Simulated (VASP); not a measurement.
Write the native input for VASP 6.6.1 that does the following.

| Quantity | Value |
| --- | --- |
| Task | single point |
| Functional | PBE |
| Potentials or basis | VASP PAW PBE potentials, release 64 (Pd) |
| Cutoff | 520 eV |
| k mesh | 11 × 11 × 15, shifted |
| Occupations | fermi-dirac, width 0.1 eV |
| Spin | no spin polarisation |
| Dipole correction | no |
| Further INCAR settings | ALGO = Normal; EDIFF = 1e-06; NBANDS = 22; ISYM = 0 |

The structure of Pd lies in POSCAR:

```
Pd
1.0
    4.5041502062      0.0000000000      0.0000000000
   -2.2520751031      3.9007085010      0.0000000000
    0.0000000000      0.0000000000      2.6805721929
Pd
3
Direct
    0.0000000000      0.0000000000      0.0000000000
    0.3333333333      0.6666666667      0.5000000000
    0.6666666667      0.3333333333      0.5000000000
```

This isn't the form of Pd at room conditions, which is fcc.

These files were run (other wordings do the same):

INCAR

```
SYSTEM = Pd
ALGO = Normal
EDIFF = 1E-6
ENCUT = 520
GGA = PE
ISIF = 2
ISMEAR = -1
ISYM = 0
LASPH = .TRUE.
LCHARG = .TRUE.
LELF = .TRUE.
LREAL = .FALSE.
LVHAR = .TRUE.
LWAVE = .FALSE.
NBANDS = 22
NELM = 60
PREC = Accurate
SIGMA = 0.1
```

KPOINTS

```
Automatic mesh
0
Gamma
  11 11 15
  0.5 0.5 0.5
```

Potentials or basis: VASP PAW PBE potentials, release 64 (Pd).

Run with:

```bash
$ cat potpaw_PBE.64/Pd/POTCAR > POTCAR
$ mpirun -np 1 vasp_std > vasp.out
```

Results of the run:

The pressure is -0.3 GPa and the band gap on the k mesh is zero (bands 15 and 16 overlap by 0.89 eV).

Run time: 38 min on 1 thread of Oxide Virtual Turin-like Processor, with other jobs on the host, peak memory 1.9 GiB.
